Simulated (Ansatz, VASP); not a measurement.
One calculation of TiO2, two programs

```
Ti O
1.0
     5.71050    0.00000    0.00000
    -2.85525    4.94544    0.00000
     0.00000    0.00000    6.27423
Ti O
3 6
Direct
  0.50001 0.50001 0.00000
  0.00000 0.49999 0.66667
  0.49999 0.00000 0.33333
  0.21244 0.42486 0.83333
  0.57514 0.78758 0.16666
  0.21242 0.78756 0.49999
  0.42486 0.21244 0.16667
  0.78756 0.21242 0.50001
  0.78758 0.57514 0.83334
```

Alike in both runs: task single point; functional r2SCAN; k mesh 6 × 6 × 4; no spin polarisation.

|  | VASP | Ansatz |
| --- | --- | --- |
| version | VASP 6.6.1 | Ansatz 0.2.0 |
| potentials or method | VASP PAW PBE potentials, release 64 (Ti_sv, O) | plane waves, PAW |
| plane-wave cutoff (eV) | 520 | 500 |
| occupations | gaussian, width 0.01 eV | fixed |
| valence electrons in the cell | 72 | 72 |

|  | VASP | Ansatz | Ansatz less VASP |
| --- | --- | --- | --- |
| gap on the k mesh at the Fermi level (eV) | 3.90 | 3.90 | +0.002 |
| pressure (GPa) | 0.7 | 0.0 | -0.64 |
| rms of the force components (eV/Å) | 0.020 | 0.002 | -0.0188 |

VASP's potentials were made for PBE, not for r2SCAN. Atom by atom the forces differ by 0.019 eV/Å (rms over components). Ansatz's warnings: near symmetry operation missed by atoms.
